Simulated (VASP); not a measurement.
# SrC2 (I4/mmm) in VASP: single point with LDA

Aim: the single point of SrC2 with LDA.

Everything below comes from runs of VASP 6.6.1. Logs are shortened: lines on timing, memory, paths and dates and some standing lists are left out, and cuts for length are marked.

### 1 The cell of the first run

It takes space group I4/mmm (No. 139, tetragonal). Conventional cell: a = 4.114 Å, b = 4.114 Å, c = 6.766 Å, α = 90.00°, β = 90.00°, γ = 90.00°. Within 3.7 Å of Sr (site symmetry 4/mmm) lie 10 C at 2.79 to 2.97 Å. C (site symmetry 4mm) has 1 C at 1.19 Å within 1.6 Å.

### 2 Single point, LDA

File INCAR:

```
SYSTEM = SrC2
PREC = Accurate
ENCUT = 520
EDIFF = 1E-6
ISMEAR = -1
SIGMA = 0.01
LREAL = .False.
LASPH = .True.
NELM = 60
ALGO = Normal
ISIF = 2
LWAVE = .False.
LCHARG = .False.
NBANDS = 16
```

File KPOINTS:

```
regular mesh
0
Gamma
  7 7 7
  0 0 0
```

File POSCAR:

```
SrC2
1.0
   -2.0571500000      2.0571500000      3.3830000000
    2.0571500000     -2.0571500000      3.3830000000
    2.0571500000      2.0571500000     -3.3830000000
Sr C
1 2
Direct
    0.0000000000      0.0000000000      0.0000000000
    0.4120000000      0.4120000000      0.0000000000
    0.5880000000      0.5880000000      0.0000000000
```

Potentials or basis: VASP PAW LDA potentials, release 64 (Sr_sv, C).

The run is started by

```sh
> cat potpaw_LDA.64/Sr_sv/POTCAR potpaw_LDA.64/C/POTCAR > POTCAR
> mpirun -np 1 vasp_std > vasp.out
```

OUTCAR:

```text
SYSTEM = SrC2
   PREC = Accurate
   ENCUT = 520
   EDIFF = 1E-6
   ISMEAR = -1
   LREAL = .False.
   LASPH = .True.
   NELM = 60
   ISIF = 2

 ion  position               nearest neighbor table
   1  0.000  0.000  0.000-   2 2.79   3 2.79   3 2.97   2 2.97   3 2.97   3 2.97   3 2.97   2 2.97
                             2 2.97   2 2.97
   2  0.412  0.412  0.000-   3 1.19   1 2.79   1 2.97   1 2.97   1 2.97   1 2.97
   3  0.588  0.588  0.000-   2 1.19   1 2.79   1 2.97   1 2.97   1 2.97   1 2.97

  LATTYP: Found a body centered tetragonal cell.
 ALAT       =     4.1143000000
 C/A-ratio  =     1.6445081788

  Lattice vectors:

 A1 = (  -2.0571500000,   2.0571500000,   3.3830000000)
 A2 = (   2.0571500000,  -2.0571500000,   3.3830000000)
 A3 = (   2.0571500000,   2.0571500000,  -3.3830000000)

Analysis of symmetry for initial positions (statically):
=====================================================================
 Subroutine PRICEL returns:
 Original cell was already a primitive cell.

 Routine SETGRP: Setting up the symmetry group for a
 body centered tetragonal supercell.

 Subroutine GETGRP returns: Found 16 space group operations
 (whereof 16 operations were pure point group operations)
 out of a pool of 16 trial point group operations.

The static configuration has the point symmetry D_4h.

Analysis of symmetry for dynamics (positions and initial velocities):
=====================================================================
 Subroutine PRICEL returns:
 Original cell was already a primitive cell.

 Routine SETGRP: Setting up the symmetry group for a
 body centered tetragonal supercell.

 Subroutine GETGRP returns: Found 16 space group operations
 (whereof 16 operations were pure point group operations)
 out of a pool of 16 trial point group operations.

The dynamic configuration has the point symmetry D_4h.

 Subroutine INISYM returns: Found 16 space group operations
 (whereof 16 operations are pure point group operations),
 and found     1 'primitive' translations

----------------------------------------------------------------------------------------

                                     Primitive cell

  volume of cell :      57.2656

  direct lattice vectors                    reciprocal lattice vectors
    -2.057150000  2.057150000  3.383000000     0.000000000  0.243054712  0.147797813
     2.057150000 -2.057150000  3.383000000     0.243054712  0.000000000  0.147797813
     2.057150000  2.057150000 -3.383000000     0.243054712  0.243054712  0.000000000

  length of vectors
     4.461885391  4.461885391  4.461885391     0.284464033  0.284464033  0.343731270

  position of ions in fractional coordinates (direct lattice)
     0.000000000  0.000000000  0.000000000
     0.412000000  0.412000000  0.000000000
     0.588000000  0.588000000  0.000000000

  ion indices of the primitive-cell ions
   primitive index   ion index
                 1           1
                 2           2
                 3           3

----------------------------------------------------------------------------------------

 KPOINTS: regular mesh

Automatic generation of k-mesh.
 Grid dimensions read from file:
 generate k-points for:    7    7    7

 Generating k-lattice:

  Cartesian coordinates                     Fractional coordinates (reciprocal lattice)
     0.000000000  0.034722102  0.021113973     0.142857143  0.000000000  0.000000000
     0.034722102  0.000000000  0.021113973     0.000000000  0.142857143  0.000000000
     0.034722102  0.034722102  0.000000000     0.000000000  0.000000000  0.142857143

  Length of vectors
     0.040637719  0.040637719  0.049104467

  Shift w.r.t. Gamma in fractional coordinates (k-lattice)
     0.000000000  0.000000000  0.000000000

 Subroutine IBZKPT returns following result:
 ===========================================

 Found     40 irreducible k-points:

 Following reciprocal coordinates:
            Coordinates               Weight
  0.000000  0.000000  0.000000      1.000000
  0.142857 -0.000000  0.000000      8.000000
  0.285714  0.000000  0.000000      8.000000
  0.428571 -0.000000  0.000000      8.000000
  0.142857  0.142857  0.000000      8.000000
  0.285714  0.142857  0.000000     16.000000
[... 16 lines left out ...]
 -0.142857  0.285714  0.142857      8.000000
 -0.428571  0.428571  0.142857      8.000000
 [... further k-points ...]
   k-points           NKPTS =     40   k-points in BZ     NKDIM =     40   number of bands    NBANDS=     16
   number of dos      NEDOS =    301   number of ions     NIONS =      3
   total plane-waves  NPLWV =  46656
   dimension x,y,z NGX =    36 NGY =   36 NGZ =   36
   dimension x,y,z NGXF=    72 NGYF=   72 NGZF=   72
   ions per type =               1   2
   NGX,Y,Z   is equivalent  to a cutoff of  13.41, 13.41, 13.41 a.u.
   NGXF,Y,Z  is equivalent  to a cutoff of  26.83, 26.83, 26.83 a.u.
 SYSTEM =  SrC2
   PREC   = accura    normal or accurate (medium, high low for compatibility)
   ISTART =      0    job   : 0-new  1-cont  2-samecut
   ICHARG =      2    charge: 1-file 2-atom 10-const
   ISPIN  =      1    spin polarized calculation?
   LNONCOLLINEAR =      F non collinear calculations
   LSORBIT =      F    spin-orbit coupling
   LASPH  =      T    aspherical Exc in radial PAW
   ENCUT  =  520.0 eV  38.22 Ry    6.18 a.u.   8.30  8.30  8.30*2*pi/ulx,y,z
   NELM   =     60;   NELMIN=  2; NELMDL= -5     # of ELM steps
   EDIFF  = 0.1E-05   stopping-criterion for ELM
   LREAL  =      F    real-space projection
   EDIFFG = 0.1E-04   stopping-criterion for IOM
   NSW    =      0    number of steps for IOM
   IBRION =     -1    ionic relax: 0-MD 1-quasi-New 2-CG
   NFREE  =      0    steps in history (QN), initial steepest desc. (CG)
   ISIF   =      2    stress and relaxation
   ISYM   =      2    0-nonsym 1-usesym 2-fastsym
   POTIM  = 0.5000    time-step for ionic-motion
   TEBEG  =    0.0;   TEEND  =   0.0 temperature during run
   PSTRESS=    0.0 pullay stress
   NELECT =      18.0000    total number of electrons
   NUPDOWN=      -1.0000    fix difference up-down
   EMIN   =  10.00;   EMAX   =-10.00  energy-range for DOS
   EFERMI =   0.00;   METHOD = LEGACY
   ISMEAR =    -1;   SIGMA  =   0.01  broadening in eV -4-tet -1-fermi 0-gaus
   EFERMI_NEDOS =   21; number of points for ismear=-14 and -15
   IALGO  =     38    algorithm
   IMIX   =      4    mixing-type and parameters
     AMIX     =   0.40;   BMIX     =  1.00
     AMIX_MAG =   1.60;   BMIX_MAG =  1.00
  volume/ion in A,a.u.               =      19.09       128.82
  Fermi-wavevector in a.u.,A,eV,Ry     =   1.113100  2.103455 16.857518  1.238993
  Thomas-Fermi vector in A             =   2.249682
   LORBIT       =      0    0 simple, 1 ext, 2 COOP (PROOUT), +10 PAW based schemes
   GGA     = CA    functional components
   LHFCALC =     F    Hartree Fock is set to
   AEXX    =    0.0000 exact exchange contribution
   IVDW    =     0    specifies the selected vdW correction
   LEPSILON=     F    determine dielectric tensor
   LRPA    =     F    only Hartree local field effects (RPA)
 non-spin polarized calculation
  energy-cutoff  :      520.00
  volume of cell :       57.27
 maximum number of plane-waves:      1565
 NGX is ok and might be reduce to    36
   NGX = 17   NGY = 17   NGZ = 17

 number of electron      18.0000000 magnetization

 Free energy of the ion-electron system (eV)
  ---------------------------------------------------
  ext. energy  EPLUGINS =         0.00000000
  ---------------------------------------------------
  free energy    TOTEN  =       -21.54923710 eV

  energy without entropy =      -21.54923710  energy(sigma->0) =      -21.54923710

 E-fermi :   0.6749     XC(G=0):  -9.3179

 val. band max:        0.4051511783   @ k =  -0.4286  -0.4286   0.4286
 cond. band min:       2.2294399984   @ k =  -0.4286   0.4286   0.0000
 fundamental gap:      1.8242888201
 Fermi energy:         0.6749417179

 k-point     1 :       0.0000    0.0000    0.0000
  band No.  band energies     occupation
      1     -32.6160      2.00000
      2     -14.7032      2.00000
      3     -14.7032      2.00000
      4     -14.5811      2.00000
      5     -12.1067      2.00000
      6      -1.7696      2.00000
[... 8 lines left out ...]
     15       9.7107      0.00000
     16      10.3547      0.00000

 k-point     2 :       0.1429   -0.0000    0.0000
  band No.  band energies     occupation
      1     -32.6129      2.00000
      2     -14.7884      2.00000
      3     -14.7016      2.00000
      4     -14.5965      2.00000
      5     -11.9984      2.00000
      6      -2.1952      2.00000
[... 8 lines left out ...]
     15       9.5714      0.00000
     16      10.3892      0.00000

 k-point     3 :       0.2857    0.0000    0.0000
  band No.  band energies     occupation
      1     -32.6060      2.00000
      2     -14.9681      2.00000
      3     -14.6979      2.00000
      4     -14.6212      2.00000
      5     -11.7755      2.00000
      6      -2.6876      2.00000
[... 8 lines left out ...]
     15       8.8413      0.00000
     16       9.4832      0.00000

 k-point     4 :       0.4286   -0.0000    0.0000
  band No.  band energies     occupation
      1     -32.6005      2.00000
      2     -15.0983      2.00000
      3     -14.6949      2.00000
      4     -14.6388      2.00000
      5     -11.6114      2.00000
      6      -2.9910      2.00000
[... 8 lines left out ...]
     15       8.7789      0.00000
     16       9.2092      0.00000
[... 324 lines left out ...]
 k-point    22 :      -0.2857    0.2857    0.1429
  band No.  band energies     occupation
      1     -32.5997      2.00000
      2     -15.0383      2.00000
      3     -14.7279      2.00000
      4     -14.6425      2.00000
      5     -11.7013      2.00000
      6      -2.1879      2.00000
[... 8 lines left out ...]
     15       9.2204      0.00000
     16       9.8502      0.00000

 k-point    23 :      -0.1429    0.2857    0.1429
  band No.  band energies     occupation
      1     -32.6015      2.00000
      2     -15.0734      2.00000
      3     -14.6911      2.00000
      4     -14.6415      2.00000
      5     -11.6409      2.00000
      6      -2.5417      2.00000
[... 8 lines left out ...]
     15       9.2342      0.00000
     16       9.5182      0.00000

 k-point    24 :      -0.4286    0.4286    0.1429
  band No.  band energies     occupation
      1     -32.5936      2.00000
      2     -14.9655      2.00000
      3     -14.8277      2.00000
      4     -14.6706      2.00000
      5     -11.8116      2.00000
      6      -2.1694      2.00000
[... 8 lines left out ...]
     15       9.2077      0.00000
     16       9.9470      0.00000

 [... further k-points ...]

------------------------ aborting loop because EDIFF is reached ----------------------------------------

  FORCE on cell =-STRESS in cart. coord.  units (eV):
  Direction    XX          YY          ZZ          XY          YZ          ZX
  --------------------------------------------------------------------------------------
  -------------------------------------------------------------------------------------
  Total       -1.3626848     -1.3626848      5.8026997      0.0000000     -0.0000000      0.0000000
  in kB      -38.1251973    -38.1251973    162.3479347      0.0000000     -0.0000000      0.0000000
  external PRESSURE =      28.6991801 kB  Pullay stress =       0.0000000 kB

 VOLUME and BASIS-vectors are now :
 -----------------------------------------------------------------------------
  energy-cutoff  :      520.00
  volume of cell :       57.27
      direct lattice vectors                 reciprocal lattice vectors
    -2.057150000  2.057150000  3.383000000     0.000000000  0.243054712  0.147797813
     2.057150000 -2.057150000  3.383000000     0.243054712  0.000000000  0.147797813
     2.057150000  2.057150000 -3.383000000     0.243054712  0.243054712  0.000000000

 POSITION                                       TOTAL-FORCE (eV/Angst)
 -----------------------------------------------------------------------------------
      0.00000      0.00000      0.00000         0.000000      0.000000      0.000000
      0.00000      0.00000      2.78759        -0.000000     -0.000000     -6.158907
      0.00000      0.00000      3.97841        -0.000000     -0.000000      6.158907
 -----------------------------------------------------------------------------------
    total drift:                                0.000000      0.000000      0.000000

  FREE ENERGIE OF THE ION-ELECTRON SYSTEM (eV)
  ---------------------------------------------------
  free  energy   TOTEN  =       -21.5492370992 eV

  energy  without entropy=      -21.5492370992  energy(sigma->0) =      -21.54923710
```

It took 87 s on 1 thread of Intel Xeon 8259CL, shared host; peak memory 0.19 GiB.

Results:

| Property | Result |
| --- | --- |
| Free energy | -21.5492 eV |
| Pressure | 2.9 GPa |
| Largest force | 6.159 eV/Å |
| Band gap on the k mesh | 1.82 eV (least direct gap 2.61 eV) |

Forces in eV/Å, atoms in the order of the input:
```
Sr   0.000  0.000  0.000
C    0.000  0.000 -6.159
C    0.000  0.000  6.159
```

Stress tensor (GPa, compression positive):
```
-3.81  0.00  0.00
 0.00 -3.81  0.00
 0.00  0.00 16.23
```

Caveat: the stress differs along the axes, from -4 to 16 GPa; forces of over 1 eV/Å act on the atoms, so gaps and moduli don't describe the material at rest. LDA gaps usually lie below the measured ones, often by a third to a half.
